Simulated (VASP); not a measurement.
Here is a VASP 6.6.1 calculation.

File POSCAR:

```
SrTl
1.0
    4.0320000000      0.0000000000      0.0000000000
    0.0000000000      4.0320000000      0.0000000000
    0.0000000000      0.0000000000      4.0320000000
Sr Tl
1 1
Direct
    0.0000000000      0.0000000000      0.0000000000
    0.5000000000      0.5000000000      0.5000000000
```

File INCAR.step1:

```
PREC = Accurate ; ENCUT = 520
ISMEAR = 1 ; SIGMA = 0.15
LREAL = F ; LASPH = T
NELM = 150 ; ISPIN = 2
MAGMOM = 0 0 ; NBANDS = 22
GGA = PE ; ALGO = Normal
EDIFF = 1E-4 ; LWAVE = T
LCHARG = F
```

The input INCAR.step2:

```
PREC = Accurate ; ENCUT = 520
EDIFF = 1E-6 ; ISMEAR = 1
SIGMA = 0.15 ; LREAL = F
LASPH = T ; NELM = 150
ALGO = Normal ; ISIF = 2
LWAVE = F ; LCHARG = F
ISPIN = 2 ; MAGMOM = 0 0
LORBIT = 11 ; METAGGA = R2SCAN
LMIXTAU = T ; NBANDS = 22
ISTART = 1
```

The input KPOINTS:

```
regular mesh
0
Gamma
  6 6 6
```

Potentials or basis: VASP PAW PBE potentials, release 64 (Sr_sv, Tl_d).

Command:

```sh
$ cat potpaw_PBE.64/Sr_sv/POTCAR potpaw_PBE.64/Tl_d/POTCAR > POTCAR
$ cp INCAR.step1 INCAR
$ mpirun -np 1 vasp_std > vasp.out
$ cp INCAR.step2 INCAR
$ mpirun -np 1 vasp_std > vasp.out
```

Predict the net moment.

0.00 μB per cell.

Predict the pressure.

1.0 GPa.

Caveat: the PAW data sets were made with another functional, which shifts forces and pressure a little.
